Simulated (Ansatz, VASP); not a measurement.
**TaW2N4 in VASP and in Ansatz**

INCAR

```
SYSTEM = TaW2N4
PREC     = Accurate       ! precision mode
ENCUT    = 520            ! plane-wave cutoff, eV
EDIFF    = 1E-7           ! SCF threshold, eV
ISMEAR   = 0              ! smearing method
SIGMA    = 0.2            ! smearing width, eV
LREAL    = .False.        ! projectors in reciprocal space
LASPH    = .True.         ! aspherical terms in the spheres
NELM     = 80             ! most SCF steps
ALGO     = Normal         ! electronic algorithm
ISIF     = 2              ! what is computed and relaxed
LWAVE    = .False.        ! write WAVECAR
LCHARG   = .False.        ! write CHGCAR
GGA      = PE             ! functional
NBANDS   = 38             ! bands
```

The input KPOINTS:

```
Automatic mesh
0
Gamma
  8 4 4
  0 0 0
```

File POSCAR:

```
TaW2N4
1.0
    0.0000000000      0.0000000000      3.0747632343
    3.0117972109     -4.1521076658      0.0000000000
    3.0117972109      4.1521076658      0.0000000000
Ta W N
1 2 4
Direct
    0.0000000000      0.0000000000      0.0000000000
    0.5000000000      0.0000000000      0.5000000000
    0.5000000000      0.5000000000      0.0000000000
    0.5000000000      0.2442595193      0.2442595193
    0.5000000000      0.7557404807      0.7557404807
    0.0000000000      0.7384266402      0.2615733598
    0.0000000000      0.2615733598      0.7384266402
```

Input for Ansatz:

```yaml
crystal:
  lattice:
    - [0.0, 0.0, 3.0747632343]
    - [3.0117972109, -4.1521076658, 0.0]
    - [3.0117972109, 4.1521076658, 0.0]
  atoms:
    - { symbol: Ta, position: [0.0, 0.0, 0.0] }
    - { symbol: W, position: [0.5, 0.0, 0.5] }
    - { symbol: W, position: [0.5, 0.5, 0.0] }
    - { symbol: "N", position: [0.5, 0.2442595193, 0.2442595193] }
    - { symbol: "N", position: [0.5, 0.7557404807, 0.7557404807] }
    - { symbol: "N", position: [0.0, 0.7384266402, 0.2615733598] }
    - { symbol: "N", position: [0.0, 0.2615733598, 0.7384266402] }
basis:
  ecutwfc: 420
kpoints:
  mp_grid: { grid: [8, 4, 4] }
hamiltonian:
  xc: pbe
scf:
  occupations: { method: gaussian, width: 0.2 }
  lower_state_search: "off"
output:
  forces: true
  stress: true
  eigenvalues: true
```

Alike in both runs: task single point; functional PBE; k mesh 8 × 4 × 4; occupations gaussian, width 0.2 eV; no spin polarisation.

```csv
,VASP,Ansatz
version,VASP 6.6.1,Ansatz 0.2.0
potentials or method,"VASP PAW PBE potentials, release 64 (Ta_pv, W_sv, N), cutoff 520 eV","scalar-relativistic, plane waves, PAW"
valence electrons in the cell,59,61
```

VASP gave:

```
gap on the k mesh at the Fermi level (eV)                     : none
pressure (GPa)                                                : 1.3
traceless stress, the component that is largest in VASP (GPa) : -2.45
rms of the force components (eV/Å)                            : 0.026
```

Question: What did Ansatz give for the same quantities?

Answer: gap on the k mesh at the Fermi level (eV): none; pressure (GPa): 0.2; traceless stress, the component that is largest in VASP (GPa): -2.41; rms of the force components (eV/Å): 0.011.

Atom by atom the forces differ by 0.017 eV/Å (rms over components). A gap of «none» marks a metal or a gap that the smearing closes. VASP's potentials hold 59 valence electrons a cell and Ansatz's 61, so a difference there can come from the potentials and not from the codes.

Neither program's run includes spin-orbit coupling.
